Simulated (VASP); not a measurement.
# Sr (Cmcm) in VASP: further runs

Runs on Sr. Level: PBE. Tasks: single point.

All numbers are computed with VASP 6.6.1; they aren't measurements. Logs are shortened: lines on timing, memory, paths and dates and some standing lists are left out, and cuts for length are marked.

## Step 1: The cell of the first run

It takes space group Cmcm (No. 63, orthorhombic). The conventional cell has a = 4.502 Å, b = 6.985 Å, c = 7.013 Å, α = 90.00°, β = 90.00°, γ = 90.00°. Sr (site symmetry m2m) has 12 Sr at 4.16 to 4.50 Å within 5.5 Å.

## Step 2: Single point, PBE

Contents of INCAR:

```
SYSTEM = Sr
PREC = Accurate
ENCUT = 520
EDIFF = 1E-7
ISMEAR = 0
SIGMA = 0.15
LREAL = .False.
LASPH = .True.
NELM = 100
ALGO = Fast
ISIF = 2
LWAVE = .False.
LCHARG = .False.
GGA = PE
NBANDS = 17
```

Contents of KPOINTS:

```
Automatic mesh
0
Gamma
  12 12 6
  0 0 0
```

Contents of POSCAR:

```
Sr
1.0
    4.5024831949      0.0000000000      0.0000000000
   -2.2512415974      3.4927064089      0.0000000000
    0.0000000000      0.0000000000      7.0133159835
Sr
2
Direct
    0.3333333333      0.6666666667      0.2500000000
    0.6666666667      0.3333333333      0.7500000000
```

Potentials or basis: VASP PAW PBE potentials, release 64 (Sr_sv).

On the command line:

```console
> cat potpaw_PBE.64/Sr_sv/POTCAR > POTCAR
> mpirun -np 1 vasp_std > vasp.out
```

OUTCAR:

```text
SYSTEM = Sr
   PREC = Accurate
   ENCUT = 520
   EDIFF = 1E-7
   ISMEAR = 0
   LREAL = .False.
   LASPH = .True.
   NELM = 100
   ISIF = 2
   GGA = PE

 ion  position               nearest neighbor table
   1  0.333  0.667  0.250-   2 4.21   2 4.21   2 4.33   2 4.33   2 4.33   2 4.33
   2  0.667  0.333  0.750-   1 4.21   1 4.21   1 4.33   1 4.33   1 4.33   1 4.33

  Warning from LATTYP: Monoclinic adjustment (A1->A3, A2->A1, A3->A2)!
  LATTYP: Found a base centered orthorhombic cell.
 ALAT       =     4.5024831949
 B/A-ratio  =     1.5514578324
 C/A-ratio  =     1.5576551161

  Lattice vectors:

 A1 = (   2.2512415974,  -3.4927064089,   0.0000000000)
 A2 = (   2.2512415975,   3.4927064089,   0.0000000000)
 A3 = (   0.0000000000,   0.0000000000,   7.0133159835)

Analysis of symmetry for initial positions (statically):
=====================================================================
 Subroutine PRICEL returns:
 Original cell was already a primitive cell.

 Routine SETGRP: Setting up the symmetry group for a
 base centered orthorhombic supercell.

 Subroutine GETGRP returns: Found  8 space group operations
 (whereof  4 operations were pure point group operations)
 out of a pool of  8 trial point group operations.

The static configuration has the point symmetry C_2h.
 The point group associated with its full space group is D_2h.

Analysis of symmetry for dynamics (positions and initial velocities):
=====================================================================
 Subroutine PRICEL returns:
 Original cell was already a primitive cell.

 Routine SETGRP: Setting up the symmetry group for a
 base centered orthorhombic supercell.

 Subroutine GETGRP returns: Found  8 space group operations
 (whereof  4 operations were pure point group operations)
 out of a pool of  8 trial point group operations.

The dynamic configuration has the point symmetry C_2h.
 The point group associated with its full space group is D_2h.

 Subroutine INISYM returns: Found  8 space group operations
 (whereof  4 operations are pure point group operations),
 and found     1 'primitive' translations

----------------------------------------------------------------------------------------

                                     Primitive cell

  volume of cell :     110.2904

  direct lattice vectors                    reciprocal lattice vectors
     4.502483195  0.000000000  0.000000000     0.222099663  0.143155462  0.000000000
    -2.251241597  3.492706409  0.000000000     0.000000000  0.286310924  0.000000000
     0.000000000  0.000000000  7.013315984     0.000000000  0.000000000  0.142585904

  length of vectors
     4.502483195  4.155368430  7.013315984     0.264238049  0.286310924  0.142585904

  position of ions in fractional coordinates (direct lattice)
     0.333333333  0.666666667  0.250000000
     0.666666667  0.333333333  0.750000000

  ion indices of the primitive-cell ions
   primitive index   ion index
                 1           1
                 2           2

----------------------------------------------------------------------------------------

 KPOINTS: Automatic mesh

Automatic generation of k-mesh.
 Grid dimensions read from file:
 generate k-points for:   12   12    6

 Generating k-lattice:

  Cartesian coordinates                     Fractional coordinates (reciprocal lattice)
     0.018508305  0.011929622  0.000000000     0.083333333 -0.000000000  0.000000000
     0.000000000  0.023859244  0.000000000     0.000000000  0.083333333  0.000000000
     0.000000000  0.000000000  0.023764317     0.000000000  0.000000000  0.166666667

  Length of vectors
     0.022019837  0.023859244  0.023764317

  Shift w.r.t. Gamma in fractional coordinates (k-lattice)
     0.000000000  0.000000000  0.000000000

 Subroutine IBZKPT returns following result:
 ===========================================

 Found    172 irreducible k-points:

 Following reciprocal coordinates:
            Coordinates               Weight
  0.000000  0.000000  0.000000      1.000000
  0.083333  0.000000  0.000000      4.000000
  0.166667  0.000000  0.000000      4.000000
  0.250000  0.000000  0.000000      4.000000
  0.333333  0.000000  0.000000      4.000000
  0.416667  0.000000  0.000000      4.000000
[... 16 lines left out ...]
  0.333333  0.166667  0.000000      4.000000
  0.416667  0.166667  0.000000      4.000000
 [... further k-points ...]
   k-points           NKPTS =    172   k-points in BZ     NKDIM =    172   number of bands    NBANDS=     17
   number of dos      NEDOS =    301   number of ions     NIONS =      2
   total plane-waves  NPLWV =  62208
   dimension x,y,z NGX =    36 NGY =   32 NGZ =   54
   dimension x,y,z NGXF=    72 NGYF=   64 NGZF=  108
   ions per type =               2
   NGX,Y,Z   is equivalent  to a cutoff of  13.29, 12.80, 12.80 a.u.
   NGXF,Y,Z  is equivalent  to a cutoff of  26.58, 25.60, 25.60 a.u.
 SYSTEM =  Sr
   PREC   = accura    normal or accurate (medium, high low for compatibility)
   ISTART =      0    job   : 0-new  1-cont  2-samecut
   ICHARG =      2    charge: 1-file 2-atom 10-const
   ISPIN  =      1    spin polarized calculation?
   LNONCOLLINEAR =      F non collinear calculations
   LSORBIT =      F    spin-orbit coupling
   LASPH  =      T    aspherical Exc in radial PAW
   ENCUT  =  520.0 eV  38.22 Ry    6.18 a.u.   8.37  7.73 13.04*2*pi/ulx,y,z
   NELM   =    100;   NELMIN=  2; NELMDL= -5     # of ELM steps
   EDIFF  = 0.1E-06   stopping-criterion for ELM
   LREAL  =      F    real-space projection
   EDIFFG = 0.1E-05   stopping-criterion for IOM
   NSW    =      0    number of steps for IOM
   IBRION =     -1    ionic relax: 0-MD 1-quasi-New 2-CG
   NFREE  =      0    steps in history (QN), initial steepest desc. (CG)
   ISIF   =      2    stress and relaxation
   ISYM   =      2    0-nonsym 1-usesym 2-fastsym
   POTIM  = 0.5000    time-step for ionic-motion
   TEBEG  =    0.0;   TEEND  =   0.0 temperature during run
   PSTRESS=    0.0 pullay stress
   NELECT =      20.0000    total number of electrons
   NUPDOWN=      -1.0000    fix difference up-down
   EMIN   =  10.00;   EMAX   =-10.00  energy-range for DOS
   EFERMI =   0.00;   METHOD = LEGACY
   ISMEAR =     0;   SIGMA  =   0.15  broadening in eV -4-tet -1-fermi 0-gaus
   EFERMI_NEDOS =   21; number of points for ismear=-14 and -15
   IALGO  =     68    algorithm
   IMIX   =      4    mixing-type and parameters
     AMIX     =   0.40;   BMIX     =  1.00
     AMIX_MAG =   1.60;   BMIX_MAG =  1.00
  volume/ion in A,a.u.               =      55.15       372.14
  Fermi-wavevector in a.u.,A,eV,Ry     =   0.926628  1.751074 11.682510  0.858640
  Thomas-Fermi vector in A             =   2.052611
   LORBIT       =      0    0 simple, 1 ext, 2 COOP (PROOUT), +10 PAW based schemes
   GGA     = PE    functional components
   LHFCALC =     F    Hartree Fock is set to
   AEXX    =    0.0000 exact exchange contribution
   IVDW    =     0    specifies the selected vdW correction
   LEPSILON=     F    determine dielectric tensor
   LRPA    =     F    only Hartree local field effects (RPA)
 non-spin polarized calculation
 RMM-DIIS sequential band-by-band and
 Gauss-broadening in eV      SIGMA  =   0.15
  energy-cutoff  :      520.00
  volume of cell :      110.29
 maximum number of plane-waves:      2988
 NGX is ok and might be reduce to    36
   NGX = 17   NGY = 15   NGZ = 27

 number of electron      20.0000000 magnetization

 Free energy of the ion-electron system (eV)
  ---------------------------------------------------
  ext. energy  EPLUGINS =         0.00000000
  ---------------------------------------------------
  free energy    TOTEN  =        -3.24913313 eV

  energy without entropy =       -3.21700092  energy(sigma->0) =       -3.23306703

 E-fermi :   1.5793     XC(G=0):  -7.3410

 val. band max:        1.5779004879   @ k =   0.1667   0.0000   0.0000
 cond. band min:       1.5810719832   @ k =   0.0833   0.0833   0.0000
 fundamental gap:      0.0031714953
 Fermi energy:         1.5793456956

 k-point     1 :       0.0000    0.0000    0.0000
  band No.  band energies     occupation
      1     -35.0545      2.00000
      2     -35.0412      2.00000
      3     -17.1299      2.00000
      4     -16.9678      2.00000
      5     -16.9665      2.00000
      6     -16.9435      2.00000
[... 9 lines left out ...]
     16       4.7012      0.00000
     17       4.8000      0.00000

 k-point     2 :       0.0833    0.0000    0.0000
  band No.  band energies     occupation
      1     -35.0537      2.00000
      2     -35.0408      2.00000
      3     -17.1259      2.00000
      4     -16.9776      2.00000
      5     -16.9691      2.00000
      6     -16.9528      2.00000
[... 9 lines left out ...]
     16       4.5292      0.00000
     17       4.7887      0.00000

 k-point     3 :       0.1667    0.0000    0.0000
  band No.  band energies     occupation
      1     -35.0515      2.00000
      2     -35.0397      2.00000
      3     -17.1146      2.00000
      4     -17.0056      2.00000
      5     -16.9838      2.00000
      6     -16.9718      2.00000
[... 9 lines left out ...]
     16       4.5769      0.00000
     17       4.6174      0.00000

 k-point     4 :       0.2500    0.0000    0.0000
  band No.  band energies     occupation
      1     -35.0485      2.00000
      2     -35.0383      2.00000
      3     -17.0978      2.00000
      4     -17.0436      2.00000
      5     -17.0224      2.00000
      6     -16.9786      2.00000
[... 9 lines left out ...]
     16       4.5565      0.00000
     17       4.9404      0.00000
[... 343 lines left out ...]
      1     -35.0422      2.00000
      2     -35.0355      2.00000
      3     -17.0931      2.00000
      4     -17.0888      2.00000
      5     -17.0633      2.00000
      6     -16.9993      2.00000
[... 9 lines left out ...]
     16       4.9367      0.00000
     17       5.1546      0.00000

 k-point    23 :       0.3333    0.1667    0.0000
  band No.  band energies     occupation
      1     -35.0404      2.00000
      2     -35.0354      2.00000
      3     -17.1101      2.00000
      4     -17.0970      2.00000
      5     -17.0481      2.00000
      6     -17.0089      2.00000
[... 9 lines left out ...]
     16       5.0663      0.00000
     17       5.4563      0.00000

 k-point    24 :       0.4167    0.1667    0.0000
  band No.  band energies     occupation
      1     -35.0401      2.00000
      2     -35.0357      2.00000
      3     -17.1084      2.00000
      4     -17.0883      2.00000
      5     -17.0440      2.00000
      6     -17.0175      2.00000
[... 9 lines left out ...]
     16       5.3032      0.00000
     17       5.6643      0.00000

 [... further k-points ...]

------------------------ aborting loop because EDIFF is reached ----------------------------------------

  FORCE on cell =-STRESS in cart. coord.  units (eV):
  Direction    XX          YY          ZZ          XY          YZ          ZX
  --------------------------------------------------------------------------------------
  -------------------------------------------------------------------------------------
  Total       -0.4935304      0.6064819     -0.0148810      0.0000000     -0.0000000      0.0000000
  in kB       -7.1694679      8.8103029     -0.2161749      0.0000000     -0.0000000      0.0000000
  external PRESSURE =       0.4748867 kB  Pullay stress =       0.0000000 kB

 VOLUME and BASIS-vectors are now :
 -----------------------------------------------------------------------------
  energy-cutoff  :      520.00
  volume of cell :      110.29
      direct lattice vectors                 reciprocal lattice vectors
     4.502483195  0.000000000  0.000000000     0.222099663  0.143155462  0.000000000
    -2.251241597  3.492706409  0.000000000     0.000000000  0.286310924  0.000000000
     0.000000000  0.000000000  7.013315984     0.000000000  0.000000000  0.142585904

 POSITION                                       TOTAL-FORCE (eV/Angst)
 -----------------------------------------------------------------------------------
     -0.00000      2.32847      1.75333        -0.000000     -0.095488      0.000000
      2.25124      1.16424      5.25999         0.000000      0.095488      0.000000
 -----------------------------------------------------------------------------------
    total drift:                                0.000000     -0.000000      0.000000

  FREE ENERGIE OF THE ION-ELECTRON SYSTEM (eV)
  ---------------------------------------------------
  free  energy   TOTEN  =        -3.2491331291 eV

  energy  without entropy=       -3.2170009243  energy(sigma->0) =       -3.23306703
```

Wall time 2.9 min (1 thread of AMD EPYC 9R45 (Zen 5), shared host); peak memory 0.4 GiB.

What came out:

```yaml
Free_energy: -3.2491 eV
Pressure: 0.0 GPa
Largest_force: 0.095 eV/Å
Band_gap_on_the_k_mesh: zero (bands 10 and 11 overlap by 0.17 eV)
```

Forces in eV/Å, atoms in the order of the input:
```
Sr   0.000 -0.095  0.000
Sr   0.000  0.095  0.000
```

Caveat: the cell differs from its parent crystal (strain +e along x and -e along y +0.0550, strain +e along z and -e/2 along x and y +0.0000).

(Part 1 of 2 ends here.)

The gap in the log of VASP goes by the Fermi energy; the results here count the filled bands.